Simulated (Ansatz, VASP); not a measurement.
**One calculation of Li2O, two programs**

```xyz
3
Lattice="0.0000 2.3135 2.3135 2.3135 0.0000 2.3135 2.3135 2.3135 0.0000" Properties=species:S:1:pos:R:3 pbc="T T T"
Li    1.1567    1.1567    1.1567
Li    3.4703    3.4703    3.4703
O     0.0000    0.0000    0.0000
```

Alike in both runs: task relaxation of cell and atoms; functional PBE; k mesh 8 × 8 × 8; occupations gaussian, width 0.02 eV; no spin polarisation.

|  | VASP | Ansatz |
| --- | --- | --- |
| version | VASP 6.6.1 | Ansatz 0.2.0 |
| potentials or method | VASP PAW PBE potentials, release 64 (Li_sv, O), cutoff 750 eV | scalar-relativistic, plane waves, PAW |
| valence electrons in the cell | 12 | 12 |

Ansatz gave:

- gap on the k mesh at the Fermi level, each at its own relaxed structure (eV): 4.99
- relaxed volume (Å³/atom): 8.24
- relaxed cell length with the largest relative difference (Å): 3.270

**Question.** Which values does VASP return?

**Answer.** gap on the k mesh at the Fermi level, each at its own relaxed structure (eV): 4.98; relaxed volume (Å³/atom): 8.22; relaxed cell length with the largest relative difference (Å): 3.267.
